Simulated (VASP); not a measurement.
Set up this calculation in VASP 6.6.1, as the native input.

```yaml
Task: single point
Functional: PBE
Dispersion: D3(BJ)
Potentials_or_basis: VASP PAW PBE potentials, release 64 (Cd, S)
Cutoff: 520 eV
k_mesh: 12 × 12 × 8
Occupations: gaussian, width 0.02 eV
Spin: no spin polarisation
Dipole_correction: no
Further_INCAR_settings: ALGO = Normal; EDIFF = 1e-06; NBANDS = 16
```

The structure of CdS lies in POSCAR:

```
CdS
1.0
    4.0976668513      0.0000000000      0.0000000000
   -2.0488334257      3.5486835895      0.0000000000
    0.0000000000      0.0000000000      3.8283122367
Cd S
1 1
Direct
    0.0000000000      0.0000000000      0.5307944175
    0.6666666667      0.3333333333      0.3462055825
```

The input as run:

INCAR

```
SYSTEM = CdS
PREC = Accurate
ENCUT = 520
EDIFF = 1E-6
ISMEAR = 0
SIGMA = 0.02
LREAL = .False.
LASPH = .True.
NELM = 80
ALGO = Normal
ISIF = 2
LWAVE = .False.
LCHARG = .False.
GGA = PE
IVDW = 12
NBANDS = 16
```

KPOINTS

```
Automatic mesh
0
Gamma
  12 12 8
  0 0 0
```

Potentials or basis: VASP PAW PBE potentials, release 64 (Cd, S).

Command:

```console
$ cat potpaw_PBE.64/Cd/POTCAR potpaw_PBE.64/S/POTCAR > POTCAR
$ mpirun -np 1 vasp_std > vasp.out
```

Results of the run:

The pressure is 0.3 GPa, the largest force is 0.028 eV/Å and the band gap on the k mesh is 0.92 eV, indirect (least direct gap 1.24 eV). The dispersion energy per atom is -0.270 eV.

It took 38 s on 1 thread of Intel(R) Xeon(R) 6975P-C (Granite Rapids), on a shared host, peak memory 0.25 GiB.
